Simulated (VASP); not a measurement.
**Cu: single point with PBEsol**

The system is Cu.

```
Cu
1.0
     2.53410    0.00000    0.00000
    -1.26705    2.19459    0.00000
     0.00000    0.00000    4.11257
Cu
2
Direct
  0.33333 0.66667 0.25000
  0.66667 0.33333 0.75000
```

This isn't the form of Cu at room conditions, which is fcc.

```json
{
 "Program": "VASP 6.6.1",
 "Task": "single point",
 "Functional": "PBEsol",
 "Potentials or basis": "VASP PAW PBE potentials, release 64 (Cu)",
 "Cutoff": "600 eV",
 "k mesh": "12 × 12 × 4",
 "Occupations": "gaussian, width 0.1 eV",
 "Spin": "no spin polarisation"
}
```

The pressure is -0.9 GPa. The band gap on the k mesh is zero (bands 11 and 12 overlap by 6.07 eV).

Stress tensor (GPa, compression positive):
```
-1.02  0.00  0.00
 0.00 -1.02  0.00
 0.00  0.00 -0.78
```

Levels at points of the mesh, in eV from the Fermi level:
```tsv
k point	band 9	band 10	band 11	band 12	band 13	band 14
(0.00, 0.00, 0.00)	-2.42	-1.62	-1.62	-0.92	4.14	21.67
(0.50, 0.00, 0.00)	-1.47	-1.42	0.12	1.73	8.05	8.48
(0.00, 0.00, 0.50)	-1.85	-1.85	-1.85	-1.85	13.00	13.00
(0.50, 0.00, 0.50)	-1.46	-1.46	0.57	0.57	5.12	5.12
```

Run time: 51 s on 1 thread of AMD EPYC 7R13, with other jobs on the host, peak memory 0.12 GiB.

Caveat: the k points lie up to 0.38 Å⁻¹ apart, too coarse for converged energies and pressures of a metal; the PAW data sets were made with another functional, which shifts forces and pressure a little.
